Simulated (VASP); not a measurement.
Write the native input for VASP 6.6.1 that does the following.

```
Task                   : single point
Functional             : PBE
Potentials or basis    : VASP PAW PBE potentials, release 64 (Si, C)
Cutoff                 : 520 eV
k mesh                 : 12 × 12 × 12
Occupations            : gaussian, width 0.05 eV
Spin                   : no spin polarisation
Dipole correction      : no
Further INCAR settings : ALGO = Normal; EDIFF = 1e-06; NBANDS = 11
```

The structure of SiC lies in POSCAR:

```
SiC
1.0
    0.0000000000      2.2072077647      2.2072077647
    2.2072077647      0.0000000000      2.2072077647
    2.2072077647      2.2072077647      0.0000000000
Si C
1 1
Direct
    0.0000000000      0.0000000000      0.0000000000
    0.7500000000      0.7500000000      0.7500000000
```

These files were run (other wordings do the same):

INCAR

```
PREC = Accurate
ENCUT = 520
EDIFF = 1E-6
ISMEAR = 0
SIGMA = 0.05
LREAL = F
LASPH = T
NELM = 100
ALGO = Normal
ISIF = 2
LWAVE = F
LCHARG = T
GGA = PE
LELF = T
LVHAR = T
NBANDS = 11
```

KPOINTS

```
Automatic mesh
0
Gamma
  12 12 12
```

Potentials or basis: VASP PAW PBE potentials, release 64 (Si, C).

The run is started by

```console
$ cat potpaw_PBE.64/Si/POTCAR potpaw_PBE.64/C/POTCAR > POTCAR
$ mpirun -np 1 vasp_std > vasp.out
```

It gave:

```yaml
Pressure: -4.8 GPa
Band_gap_on_the_k_mesh: 1.39 eV, indirect (least direct gap 4.50 eV)
```

Run time: 9.7 s on 1 thread of Intel(R) Xeon(R) Platinum 8488C (Sapphire Rapids), with other jobs on the host, peak memory 0.13 GiB.
